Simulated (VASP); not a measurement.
# TiO (P6_3/mmc) in VASP: a series of runs, part 2 of 2

VASP 6.6.1. The steps go on from the part before.

## (3) Relaxation of cell and atoms, r2SCAN+rVV10

POSCAR

```
TiO
1.0
    2.8516080131      0.0000000000      0.0000000000
   -1.4258040066      2.4695649810      0.0000000000
    0.0000000000      0.0000000000      5.5675030000
Ti O
2 2
Direct
    0.3333333333      0.6666666667      0.2500000000
    0.6666666667      0.3333333333      0.7500000000
    0.0000000000      0.0000000000      0.0000000000
    0.0000000000      0.0000000000      0.5000000000
```

INCAR.step1

```
PREC = Accurate
ENCUT = 600
ISMEAR = 0
SIGMA = 0.1
LREAL = False
LASPH = True
NELM = 80
GGA = PE
ALGO = Normal
EDIFF = 1E-4
LWAVE = True
LCHARG = False
```

INCAR.step2

```
PREC = Accurate
ENCUT = 600
EDIFF = 1E-7
ISMEAR = 0
SIGMA = 0.1
LREAL = False
LASPH = True
NELM = 80
ALGO = Normal
ISIF = 3
LWAVE = False
LCHARG = False
METAGGA = R2SCAN
LMIXTAU = True
LUSE_VDW = True
IVDW_NL = 2
BPARAM = 11.95
CPARAM = 0.0093
IBRION = 2
NSW = 80
EDIFFG = -0.01
ISTART = 1
```

KPOINTS

```
regular mesh
0
Gamma
  18 18 8
```

Potentials or basis: VASP PAW PBE potentials, release 64 (Ti_sv, O).

Run with:

```console
$ cat potpaw_PBE.64/Ti_sv/POTCAR potpaw_PBE.64/O/POTCAR > POTCAR
$ cp INCAR.step1 INCAR
$ mpirun -np 1 vasp_std > vasp.out
$ cp INCAR.step2 INCAR
$ mpirun -np 1 vasp_std > vasp.out
```

OUTCAR:

```text
PREC = Accurate
   ENCUT = 600
   EDIFF = 1E-7
   ISMEAR = 0
   LREAL = False
   LASPH = True
   NELM = 80
   ISIF = 3
   METAGGA = R2SCAN
   IVDW_NL = 2
   BPARAM = 11.95
   IBRION = 2
   NSW = 80
   EDIFFG = -0.01
   ISTART = 1

 ion  position               nearest neighbor table
   1  0.333  0.667  0.250-   3 2.16   4 2.16   3 2.16   4 2.16   3 2.16   4 2.16
   2  0.667  0.333  0.750-   3 2.16   4 2.16   3 2.16   4 2.16   3 2.16   4 2.16
   3  0.000  0.000  0.000-   1 2.16   2 2.16   2 2.16   1 2.16   2 2.16   1 2.16
   4  0.000  0.000  0.500-   1 2.16   2 2.16   2 2.16   1 2.16   2 2.16   1 2.16

  LATTYP: Found a hexagonal cell.
 ALAT       =     2.8516080131
 C/A-ratio  =     1.9524082463

  Lattice vectors:

 A1 = (   2.8516080131,   0.0000000000,   0.0000000000)
 A2 = (  -1.4258040066,   2.4695649810,   0.0000000000)
 A3 = (   0.0000000000,   0.0000000000,   5.5675030000)

Analysis of symmetry for initial positions (statically):
=====================================================================
 Subroutine PRICEL returns:
 Original cell was already a primitive cell.

 Routine SETGRP: Setting up the symmetry group for a
 hexagonal supercell.

 Subroutine GETGRP returns: Found 24 space group operations
 (whereof 12 operations were pure point group operations)
 out of a pool of 24 trial point group operations.

The static configuration has the point symmetry D_3d.
 The point group associated with its full space group is D_6h.

Analysis of symmetry for dynamics (positions and initial velocities):
=====================================================================
 Subroutine PRICEL returns:
 Original cell was already a primitive cell.

 Routine SETGRP: Setting up the symmetry group for a
 hexagonal supercell.

 Subroutine GETGRP returns: Found 24 space group operations
 (whereof 12 operations were pure point group operations)
 out of a pool of 24 trial point group operations.

The dynamic configuration has the point symmetry D_3d.
 The point group associated with its full space group is D_6h.

 Subroutine INISYM returns: Found 24 space group operations
 (whereof 12 operations are pure point group operations),
 and found     1 'primitive' translations

----------------------------------------------------------------------------------------

                                     Primitive cell

  volume of cell :      39.2076

  direct lattice vectors                    reciprocal lattice vectors
     2.851608013  0.000000000  0.000000000     0.350679334  0.202464808  0.000000000
    -1.425804007  2.469564981  0.000000000     0.000000000  0.404929616  0.000000000
     0.000000000  0.000000000  5.567503000     0.000000000  0.000000000  0.179613733

  length of vectors
     2.851608013  2.851608013  5.567503000     0.404929616  0.404929616  0.179613733

  position of ions in fractional coordinates (direct lattice)
     0.333333333  0.666666667  0.250000000
     0.666666667  0.333333333  0.750000000
     0.000000000  0.000000000  0.000000000
     0.000000000  0.000000000  0.500000000

  ion indices of the primitive-cell ions
   primitive index   ion index
                 1           1
                 2           2
                 3           3
                 4           4

[... 52 lines left out ...]
 [... further k-points ...]
   k-points           NKPTS =    185   k-points in BZ     NKDIM =    185   number of bands    NBANDS=     22
   number of dos      NEDOS =    301   number of ions     NIONS =      4
   total plane-waves  NPLWV =  27648
   dimension x,y,z NGX =    24 NGY =   24 NGZ =   48
   dimension x,y,z NGXF=    48 NGYF=   48 NGZF=   96
   ions per type =               2   2
   NGX,Y,Z   is equivalent  to a cutoff of  13.99, 13.99, 14.33 a.u.
   NGXF,Y,Z  is equivalent  to a cutoff of  27.98, 27.98, 28.67 a.u.
 SYSTEM =  unknown system
   PREC   = accura    normal or accurate (medium, high low for compatibility)
   ISTART =      1    job   : 0-new  1-cont  2-samecut
   ICHARG =      0    charge: 1-file 2-atom 10-const
   ISPIN  =      1    spin polarized calculation?
   LNONCOLLINEAR =      F non collinear calculations
   LSORBIT =      F    spin-orbit coupling
   LASPH  =      T    aspherical Exc in radial PAW
   ENCUT  =  600.0 eV  44.10 Ry    6.64 a.u.   5.70  5.70 11.12*2*pi/ulx,y,z
   NELM   =     80;   NELMIN=  2; NELMDL=  0     # of ELM steps
   EDIFF  = 0.1E-06   stopping-criterion for ELM
   LREAL  =      F    real-space projection
   EDIFFG = -.1E-01   stopping-criterion for IOM
   NSW    =     80    number of steps for IOM
   IBRION =      2    ionic relax: 0-MD 1-quasi-New 2-CG
   NFREE  =      1    steps in history (QN), initial steepest desc. (CG)
   ISIF   =      3    stress and relaxation
   ISYM   =      2    0-nonsym 1-usesym 2-fastsym
   POTIM  = 0.5000    time-step for ionic-motion
   TEBEG  =    0.0;   TEEND  =   0.0 temperature during run
   PSTRESS=    0.0 pullay stress
   NELECT =      36.0000    total number of electrons
   NUPDOWN=      -1.0000    fix difference up-down
   EMIN   =  10.00;   EMAX   =-10.00  energy-range for DOS
   EFERMI =   0.00;   METHOD = LEGACY
   ISMEAR =     0;   SIGMA  =   0.10  broadening in eV -4-tet -1-fermi 0-gaus
   EFERMI_NEDOS =   21; number of points for ismear=-14 and -15
   IALGO  =     38    algorithm
   IMIX   =      4    mixing-type and parameters
     AMIX     =   0.40;   BMIX     =  1.00
     AMIX_MAG =   1.60;   BMIX_MAG =  1.00
  volume/ion in A,a.u.               =       9.80        66.15
  Fermi-wavevector in a.u.,A,eV,Ry     =   1.591178  3.006890 34.447873  2.531847
  Thomas-Fermi vector in A             =   2.689758
   LORBIT       =      0    0 simple, 1 ext, 2 COOP (PROOUT), +10 PAW based schemes
   METAGGA = R2SCAN    functional components
   LHFCALC =     F    Hartree Fock is set to
   AEXX    =    0.0000 exact exchange contribution
   IVDW_NL    =     2    kernel type
   BPARAM     =11.9500
   IVDW    =     0    specifies the selected vdW correction
   LEPSILON=     F    determine dielectric tensor
   LRPA    =     F    only Hartree local field effects (RPA)
 conjugate gradient relaxation of ions
 non-spin polarized calculation
 Gauss-broadening in eV      SIGMA  =   0.10
  energy-cutoff  :      600.00
  volume of cell :       39.21
 maximum number of plane-waves:      1328
 NGX is ok and might be reduce to    24
   NGX = 11   NGY = 11   NGZ = 23

--------------------------------------- Ionic step        1  -------------------------------------------

 number of electron      36.0000006 magnetization

 Free energy of the ion-electron system (eV)
  ---------------------------------------------------
  ext. energy  EPLUGINS =         0.00000000
  ---------------------------------------------------
  free energy    TOTEN  =       -47.87024200 eV

  energy without entropy =      -47.86859074  energy(sigma->0) =      -47.86941637

------------------------ aborting loop because EDIFF is reached ----------------------------------------

  FORCE on cell =-STRESS in cart. coord.  units (eV):
  Direction    XX          YY          ZZ          XY          YZ          ZX
  --------------------------------------------------------------------------------------
  -------------------------------------------------------------------------------------
  Total       -1.4841581     -1.4841581     -1.1148587      0.0000000      0.0000000      0.0000000
  in kB      -60.6484909    -60.6484909    -45.5574771      0.0000000      0.0000000      0.0000000
  external PRESSURE =     -55.6181530 kB  Pullay stress =       0.0000000 kB
[... 139 lines left out ...]
--------------------------------------- Ionic step        5  -------------------------------------------

 number of electron      36.0000009 magnetization

 Free energy of the ion-electron system (eV)
  ---------------------------------------------------
  ext. energy  EPLUGINS =         0.00000000
  ---------------------------------------------------
  free energy    TOTEN  =       -47.88683962 eV

  energy without entropy =      -47.88527332  energy(sigma->0) =      -47.88605647

 E-fermi :  11.6418     XC(G=0): -13.7772

 val. band max:       11.6320306245   @ k =   0.0000   0.0000   0.0000
 cond. band min:      11.6928636391   @ k =   0.0556  -0.0000   0.1250
 fundamental gap:      0.0608330146
 Fermi energy:        11.6417800318

 k-point     1 :       0.0000    0.0000    0.0000
  band No.  band energies     occupation
      1     -48.4910      2.00000
      2     -48.4439      2.00000
      3     -24.2204      2.00000
      4     -23.6922      2.00000
      5     -23.2997      2.00000
      6     -23.2997      2.00000
[... 589 lines left out ...]
     21      13.6463      0.00000
     22      13.7781      0.00000

 [... further k-points ...]

------------------------ aborting loop because EDIFF is reached ----------------------------------------

  FORCE on cell =-STRESS in cart. coord.  units (eV):
  Direction    XX          YY          ZZ          XY          YZ          ZX
  --------------------------------------------------------------------------------------
  -------------------------------------------------------------------------------------
  Total        0.0228686      0.0228686      0.0331610     -0.0000000      0.0000000      0.0000000
  in kB        0.9568281      0.9568281      1.3874656     -0.0000000      0.0000000      0.0000000
  external PRESSURE =       1.1003739 kB  Pullay stress =       0.0000000 kB
[... 19 lines left out ...]
  FREE ENERGIE OF THE ION-ELECTRON SYSTEM (eV)
  ---------------------------------------------------
  free  energy   TOTEN  =       -47.8868396217 eV

  energy  without entropy=      -47.8852733240  energy(sigma->0) =      -47.88605647

 reached required accuracy - stopping structural energy minimisation
```

Wall time 2 h (1 thread of Oxide Virtual Turin-like, shared host); peak memory 0.4 GiB.

What came out:

- Free energy: -47.8868 eV
- Relaxed volume: 9.57 Å³/atom
- Relaxed cell: a = 2.825 Å, b = 2.825 Å, c = 5.542 Å, α = 90.00°, β = 90.00°, γ = 120.00°
- Space group after relaxing (to 0.1 Å): P6_3/mmc (No. 194)
- Energy gained by relaxing: 4.1 meV/atom
- Ionic steps: 5
- Pressure after relaxing: 0.1 GPa
- Band gap on the k mesh: zero (bands 18 and 19 overlap by 0.04 eV)

The path:
| step | energy change (eV) | largest force (eV/Å) | pressure (GPa) | volume (Å³) |
| --- | --- | --- | --- | --- |
| 1 | 0.0000 | 0.0000 | -5.56 | 39.21 |
| 2 | 0.0051 | 0.0000 | 7.12 | 37.31 |
| 3 | -0.0164 | 0.0000 | 0.05 | 38.31 |
| 4 | -0.0163 | 0.0000 | 0.16 | 38.29 |
| 5 | -0.0166 | 0.0000 | 0.11 | 38.29 |

Final structure:
```
Ti O
1.0
     2.82459    0.00000    0.00000
    -1.41229    2.44616    0.00000
     0.00000    0.00000    5.54211
Ti O
2 2
Direct
  0.33333 0.66667 0.25000
  0.66667 0.33333 0.75000
  0.00000 0.00000 0.00000
  0.00000 0.00000 0.50000
```

Levels at points of the mesh, in eV from the Fermi level:
```csv
k point,band 15,band 16,band 17,band 18,band 19,band 20,band 21,band 22
"(0.00, 0.00, 0.00)",-5.71,-5.70,-2.16,-0.09,-0.09,-0.01,1.22,1.22
"(0.50, 0.00, 0.00)",-6.26,-5.88,-2.87,-0.09,1.08,1.83,2.18,2.55
"(0.00, 0.00, 0.50)",-5.99,-5.99,-0.67,-0.67,0.81,0.81,0.81,0.81
"(0.50, 0.00, 0.50)",-6.53,-6.53,-1.44,-1.44,2.25,2.25,2.47,2.47
```

Caveat: the PAW data sets were made with another functional, which shifts forces and pressure a little; semilocal functionals often make such compounds metallic where correlation or magnetic order opens a gap, which also shifts bond lengths.
